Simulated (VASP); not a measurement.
Write the native input for VASP 6.6.1 that does the following.

```yaml
Task: single point
Functional: PBE
Potentials_or_basis: VASP PAW PBE potentials, release 64 (Ta_pv, N)
Cutoff: 520 eV
k_mesh: 6 × 6 × 4
Occupations: gaussian, width 0.1 eV
Spin: collinear spin, ferromagnetic start
Starting_moments: "[1.0, 1.0, 0.0] μB"
Dipole_correction: no
Further_INCAR_settings: ALGO = Normal; EDIFF = 1e-06; NBANDS = 24
```

The structure of Ta2N lies in POSCAR:

```
Ta2N
1.0
    3.1128614800      0.0000000000      0.0000000000
   -1.5564307400      2.6958171200      0.0000000000
    0.0000000000      0.0000000000      4.8698411000
Ta N
2 1
Direct
    0.6666666700      0.3333333300      0.7452890300
    0.3333333300      0.6666666700      0.2547109700
    0.0000000000      0.0000000000      0.0000000000
```

The input as run:

INCAR

```
SYSTEM = Ta2N
PREC     = Accurate       ! precision mode
ENCUT    = 520            ! plane-wave cutoff, eV
EDIFF    = 1E-6           ! SCF threshold, eV
ISMEAR   = 0              ! smearing method
SIGMA    = 0.1            ! smearing width, eV
LREAL    = .False.        ! projectors in reciprocal space
LASPH    = .True.         ! aspherical terms in the spheres
NELM     = 150            ! most SCF steps
ALGO     = Normal         ! electronic algorithm
ISIF     = 2              ! what is computed and relaxed
LWAVE    = .False.        ! write WAVECAR
LCHARG   = .False.        ! write CHGCAR
ISPIN    = 2              ! spin polarisation
MAGMOM   = 1 1 0          ! initial moments
LORBIT   = 11             ! projections on sites
LMAXMIX  = 4              ! l up to which the mixer works
GGA      = PE             ! functional
NBANDS   = 24             ! bands
```

KPOINTS

```
Automatic mesh
0
Gamma
  6 6 4
  0 0 0
```

Potentials or basis: VASP PAW PBE potentials, release 64 (Ta_pv, N).

Launch:

```console
$ cat potpaw_PBE.64/Ta_pv/POTCAR potpaw_PBE.64/N/POTCAR > POTCAR
$ mpirun -np 1 vasp_std > vasp.out
```

It gave:

| Quantity | Value |
| --- | --- |
| Pressure | -0.8 GPa |
| Largest force | 0.236 eV/Å |
| Net moment | 0.00 μB per cell |
| Valence electrons inside the program's atomic spheres | Ta 8.88; N 3.75 |

Caveat: the k points lie up to 0.39 Å⁻¹ apart.

Wall time 26 s on 1 thread of Intel(R) Xeon(R) Platinum 8488C (Sapphire Rapids) (shared host), peak memory 0.18 GiB.
